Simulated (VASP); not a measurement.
# Pb (P6_3/mmc) in VASP: a series of runs, part 2 of 2

VASP 6.6.1.

## 3. Relaxation of cell and atoms, LDA, target pressure 15 GPa, at which the enthalpy is minimised

INCAR

```
PREC = Accurate
ENCUT = 600
EDIFF = 1E-7
ISMEAR = -1
SIGMA = 0.08
LREAL = False
LASPH = True
NELM = 100
ALGO = Normal
ISIF = 3
LWAVE = False
LCHARG = False
IBRION = 2
NSW = 100
EDIFFG = -0.002
PSTRESS = 150.0
```

KPOINTS

```
Automatic mesh
0
Gamma
  16 16 10
```

POSCAR

```
Pb
1.0
    3.4190659614      0.0000000000      0.0000000000
   -1.7095329807      2.9609979798      0.0000000000
    0.0000000000      0.0000000000      5.7111877102
Pb
2
Direct
    0.3333333333      0.6666666667      0.2500000000
    0.6666666667      0.3333333333      0.7500000000
```

Potentials or basis: VASP PAW LDA potentials, release 64 (Pb_d).

On the command line:

```
$ cat potpaw_LDA.64/Pb_d/POTCAR > POTCAR
$ mpirun -np 1 vasp_std > vasp.out
```

OUTCAR:

```text
PREC = Accurate
   ENCUT = 600
   EDIFF = 1E-7
   ISMEAR = -1
   LREAL = False
   LASPH = True
   NELM = 100
   ISIF = 3
   IBRION = 2
   NSW = 100
   EDIFFG = -0.002
   PSTRESS = 150.0

 ion  position               nearest neighbor table
   1  0.333  0.667  0.250-   2 3.47   2 3.47   2 3.47   2 3.47   2 3.47   2 3.47
   2  0.667  0.333  0.750-   1 3.47   1 3.47   1 3.47   1 3.47   1 3.47   1 3.47

  LATTYP: Found a hexagonal cell.
 ALAT       =     3.4190659614
 C/A-ratio  =     1.6703941295

  Lattice vectors:

 A1 = (   3.4190659614,   0.0000000000,   0.0000000000)
 A2 = (  -1.7095329807,   2.9609979798,   0.0000000000)
 A3 = (   0.0000000000,   0.0000000000,   5.7111877102)

Analysis of symmetry for initial positions (statically):
=====================================================================
 Subroutine PRICEL returns:
 Original cell was already a primitive cell.

 Routine SETGRP: Setting up the symmetry group for a
 hexagonal supercell.

 Subroutine GETGRP returns: Found 24 space group operations
 (whereof 12 operations were pure point group operations)
 out of a pool of 24 trial point group operations.

The static configuration has the point symmetry D_3d.
 The point group associated with its full space group is D_6h.

Analysis of symmetry for dynamics (positions and initial velocities):
=====================================================================
 Subroutine PRICEL returns:
 Original cell was already a primitive cell.

 Routine SETGRP: Setting up the symmetry group for a
 hexagonal supercell.

 Subroutine GETGRP returns: Found 24 space group operations
 (whereof 12 operations were pure point group operations)
 out of a pool of 24 trial point group operations.

The dynamic configuration has the point symmetry D_3d.
 The point group associated with its full space group is D_6h.

 Subroutine INISYM returns: Found 24 space group operations
 (whereof 12 operations are pure point group operations),
 and found     1 'primitive' translations

----------------------------------------------------------------------------------------

                                     Primitive cell

  volume of cell :      57.8192

  direct lattice vectors                    reciprocal lattice vectors
     3.419065961  0.000000000  0.000000000     0.292477540  0.168861986  0.000000000
    -1.709532981  2.960997980  0.000000000     0.000000000  0.337723972  0.000000000
     0.000000000  0.000000000  5.711187710     0.000000000  0.000000000  0.175094928

  length of vectors
     3.419065961  3.419065961  5.711187710     0.337723972  0.337723972  0.175094928

  position of ions in fractional coordinates (direct lattice)
     0.333333333  0.666666667  0.250000000
     0.666666667  0.333333333  0.750000000

  ion indices of the primitive-cell ions
   primitive index   ion index
                 1           1
                 2           2

----------------------------------------------------------------------------------------

 KPOINTS: Automatic mesh

Automatic generation of k-mesh.
 Grid dimensions read from file:
 generate k-points for:   16   16   10

 Generating k-lattice:

  Cartesian coordinates                     Fractional coordinates (reciprocal lattice)
     0.018279846  0.010553874  0.000000000     0.062500000 -0.000000000  0.000000000
     0.000000000  0.021107748  0.000000000     0.000000000  0.062500000  0.000000000
     0.000000000  0.000000000  0.017509493     0.000000000  0.000000000  0.100000000

  Length of vectors
     0.021107748  0.021107748  0.017509493

  Shift w.r.t. Gamma in fractional coordinates (k-lattice)
     0.000000000  0.000000000  0.000000000

 Subroutine IBZKPT returns following result:
 ===========================================

 Found    180 irreducible k-points:

 Following reciprocal coordinates:
            Coordinates               Weight
  0.000000  0.000000  0.000000      1.000000
  0.062500 -0.000000  0.000000      6.000000
  0.125000 -0.000000  0.000000      6.000000
  0.187500  0.000000  0.000000      6.000000
  0.250000 -0.000000  0.000000      6.000000
  0.312500  0.000000  0.000000      6.000000
[... 16 lines left out ...]
  0.187500  0.187500  0.000000      6.000000
  0.250000  0.187500  0.000000     12.000000
 [... further k-points ...]
   k-points           NKPTS =    180   k-points in BZ     NKDIM =    180   number of bands    NBANDS=     18
   number of dos      NEDOS =    301   number of ions     NIONS =      2
   total plane-waves  NPLWV =  37632
   dimension x,y,z NGX =    28 NGY =   28 NGZ =   48
   dimension x,y,z NGXF=    56 NGYF=   56 NGZF=   96
   ions per type =               2
   NGX,Y,Z   is equivalent  to a cutoff of  13.61, 13.61, 13.97 a.u.
   NGXF,Y,Z  is equivalent  to a cutoff of  27.23, 27.23, 27.94 a.u.
 SYSTEM =  unknown system
   PREC   = accura    normal or accurate (medium, high low for compatibility)
   ISTART =      0    job   : 0-new  1-cont  2-samecut
   ICHARG =      2    charge: 1-file 2-atom 10-const
   ISPIN  =      1    spin polarized calculation?
   LNONCOLLINEAR =      F non collinear calculations
   LSORBIT =      F    spin-orbit coupling
   LASPH  =      T    aspherical Exc in radial PAW
   ENCUT  =  600.0 eV  44.10 Ry    6.64 a.u.   6.83  6.83 11.41*2*pi/ulx,y,z
   NELM   =    100;   NELMIN=  2; NELMDL= -5     # of ELM steps
   EDIFF  = 0.1E-06   stopping-criterion for ELM
   LREAL  =      F    real-space projection
   EDIFFG = -.2E-02   stopping-criterion for IOM
   NSW    =    100    number of steps for IOM
   IBRION =      2    ionic relax: 0-MD 1-quasi-New 2-CG
   NFREE  =      1    steps in history (QN), initial steepest desc. (CG)
   ISIF   =      3    stress and relaxation
   ISYM   =      2    0-nonsym 1-usesym 2-fastsym
   POTIM  = 0.5000    time-step for ionic-motion
   TEBEG  =    0.0;   TEEND  =   0.0 temperature during run
   PSTRESS=  150.0 pullay stress
   NELECT =      28.0000    total number of electrons
   NUPDOWN=      -1.0000    fix difference up-down
   EMIN   =  10.00;   EMAX   =-10.00  energy-range for DOS
   EFERMI =   0.00;   METHOD = LEGACY
   ISMEAR =    -1;   SIGMA  =   0.08  broadening in eV -4-tet -1-fermi 0-gaus
   EFERMI_NEDOS =   21; number of points for ismear=-14 and -15
   IALGO  =     38    algorithm
   IMIX   =      4    mixing-type and parameters
     AMIX     =   0.40;   BMIX     =  1.00
     AMIX_MAG =   1.60;   BMIX_MAG =  1.00
  volume/ion in A,a.u.               =      28.91       195.09
  Fermi-wavevector in a.u.,A,eV,Ry     =   1.285593  2.429419 22.487020  1.652749
  Thomas-Fermi vector in A             =   2.417718
   LORBIT       =      0    0 simple, 1 ext, 2 COOP (PROOUT), +10 PAW based schemes
   GGA     = CA    functional components
   LHFCALC =     F    Hartree Fock is set to
   AEXX    =    0.0000 exact exchange contribution
   IVDW    =     0    specifies the selected vdW correction
   LEPSILON=     F    determine dielectric tensor
   LRPA    =     F    only Hartree local field effects (RPA)
 conjugate gradient relaxation of ions
 non-spin polarized calculation
  energy-cutoff  :      600.00
  volume of cell :       57.82
 maximum number of plane-waves:      1953
 NGX is ok and might be reduce to    28
   NGX = 13   NGY = 13   NGZ = 23

--------------------------------------- Ionic step        1  -------------------------------------------

 number of electron      28.0000004 magnetization

 Free energy of the ion-electron system (eV)
  ---------------------------------------------------
  ext. energy  EPLUGINS =         0.00000000
  ---------------------------------------------------
  free energy    TOTEN  =        -8.49868895 eV

  energy without entropy =       -8.47683905  energy(sigma->0) =       -8.48776400

------------------------ aborting loop because EDIFF is reached ----------------------------------------

  FORCE on cell =-STRESS in cart. coord.  units (eV):
  Direction    XX          YY          ZZ          XY          YZ          ZX
  --------------------------------------------------------------------------------------
  -------------------------------------------------------------------------------------
  Total        0.0391842      0.0391842      0.0521731     -0.0000000      0.0000000      0.0000000
  in kB        1.0857995      1.0857995      1.4457228     -0.0000000      0.0000000      0.0000000
  external PRESSURE =    -148.7942261 kB  Pullay stress =     150.0000000 kB
[... 25 lines left out ...]
--------------------------------------- Ionic step        2  -------------------------------------------

 number of electron      28.0000002 magnetization

 E-fermi :  13.8639     XC(G=0): -12.8762

 val. band max:       13.8560831151   @ k =   0.1875   0.1875   0.0000
 cond. band min:      13.8868774773   @ k =   0.3750   0.2500   0.3000
 fundamental gap:      0.0307943623
 Fermi energy:        13.8639492702

 k-point     1 :       0.0000    0.0000    0.0000
  band No.  band energies     occupation
      1      -4.6819      2.00000
      2      -4.3109      2.00000
      3      -4.2105      2.00000
      4      -4.2105      2.00000
      5      -4.1242      2.00000
      6      -4.1242      2.00000
[... 760 lines left out ...]
--------------------------------------- Ionic step        9  -------------------------------------------

 number of electron      27.9999997 magnetization

 Free energy of the ion-electron system (eV)
  ---------------------------------------------------
  ext. energy  EPLUGINS =         0.00000000
  ---------------------------------------------------
  free energy    TOTEN  =        -8.11923233 eV

  energy without entropy =       -8.10312280  energy(sigma->0) =       -8.11117756

 E-fermi :   9.9065     XC(G=0): -11.5978

 val. band max:        9.8149202592   @ k =   0.3750   0.0625   0.2000
 cond. band min:       9.9155276593   @ k =   0.2500  -0.0000   0.0000
 fundamental gap:      0.1006074001
 Fermi energy:         9.9064722972

 k-point     1 :       0.0000    0.0000    0.0000
  band No.  band energies     occupation
      1      -7.5381      2.00000
      2      -7.4242      2.00000
      3      -7.3749      2.00000
      4      -7.3749      2.00000
      5      -7.3327      2.00000
      6      -7.3327      2.00000
[... 528 lines left out ...]
  energy  without entropy=       -8.1031227997  energy(sigma->0) =       -8.11117756

  enthalpy is  TOTEN    =        -3.6018677308 eV   P V=        4.5173645969

 reached required accuracy - stopping structural energy minimisation
```

OSZICAR:

```text
N       E                     dE             d eps       ncg     rms          rms(c)
DAV:   1     0.292360848517E+03    0.29236E+03   -0.15912E+04  6480   0.213E+03
DAV:   2     0.109357159430E+02   -0.28143E+03   -0.27794E+03  6484   0.455E+02
DAV:   3    -0.797537273223E+01   -0.18911E+02   -0.18644E+02  8040   0.149E+02
[... 76 lines left out ...]
DAV:   1    -0.811927859349E+01   -0.11381E-02   -0.17636E-03  7234   0.573E-01    0.321E-02
DAV:   2    -0.811924441839E+01    0.34175E-04   -0.83709E-05  8182   0.163E-01    0.165E-02
DAV:   3    -0.811923238958E+01    0.12029E-04   -0.29896E-05  8516   0.980E-02    0.369E-03
DAV:   4    -0.811923233922E+01    0.50361E-07   -0.45693E-06  8150   0.299E-02    0.896E-04
DAV:   5    -0.811923232773E+01    0.11493E-07   -0.10865E-07  3496   0.495E-03
   9 F= -.36018677E+01 E0= -.35938130E+01  d E =-.191029E-04
```

It took 25 min on 1 thread of Intel Xeon 8259CL, shared host; peak memory 0.32 GiB.

What came out:

```yaml
Free_energy: -8.1192 eV
Relaxed_volume: 24.13 Å³/atom
Relaxed_cell: a = 3.221 Å, b = 3.221 Å, c = 5.369 Å, α = 90.00°, β = 90.00°, γ = 120.00°
Space_group_after_relaxing_to_0.1_Å: P6_3/mmc (No. 194)
Energy_change_on_relaxing_the_run_minimises_the_enthalpy: +189.7 meV/atom
Ionic_steps: 9
Pressure_after_relaxing: 15.0 GPa
Band_gap_on_the_k_mesh: zero (bands 14 and 15 overlap by 9.44 eV)
```

The path:
```
step  energy change (eV)  largest force (eV/Å)  pressure (GPa)  volume (Å³)
   1              0.0000                0.0000            0.12        57.82
   2              2.5120                0.0000           61.36        38.14
   3              0.3344                0.0000           13.79        48.75
   4              0.3672                0.0000           14.67        48.38
   5              0.3837                0.0000           15.11        48.21
   6              0.3744                0.0000           14.86        48.30
   7              0.3768                0.0000           14.91        48.28
   8              0.3805                0.0000           15.02        48.24
   9              0.3795                0.0000           15.00        48.25
```

Final structure:
```cif
data_structure
_symmetry_space_group_name_H-M 'P 1'
_symmetry_Int_Tables_number 1
_cell_length_a 3.2214
_cell_length_b 3.2214
_cell_length_c 5.3689
_cell_angle_alpha 90.000
_cell_angle_beta 90.000
_cell_angle_gamma 120.000
_cell_volume 48.25
loop_
_atom_site_label
_atom_site_type_symbol
_atom_site_fract_x
_atom_site_fract_y
_atom_site_fract_z
_atom_site_occupancy
Pb1 Pb 0.33333 0.66667 0.25000 1
Pb2 Pb 0.66667 0.33333 0.75000 1
```

Levels at points of the mesh, in eV from the Fermi level:
```csv
k point,band 10,band 11,band 12,band 13,band 14,band 15,band 16,band 17,band 18
"(0.00, 0.00, 0.00)",-16.81,-13.57,-8.62,-5.52,7.18,7.18,8.78,9.43,9.55
"(0.50, 0.00, 0.00)",-16.74,-8.68,-7.42,-3.28,-2.05,-0.81,1.89,2.43,6.84
"(0.00, 0.00, 0.50)",-16.92,-12.07,-12.07,0.85,0.85,8.21,8.21,8.21,8.21
"(0.50, 0.00, 0.50)",-16.75,-7.57,-7.57,-4.78,-4.78,4.15,4.15,4.22,4.22
```

Caveat: the cell is relaxed towards a set pressure, so the run minimises the enthalpy, not the energy; the volume moved by over 15 % at a fixed basis, so the end points are rough; spin-orbit coupling is left out, which moves the levels of the heavy elements.
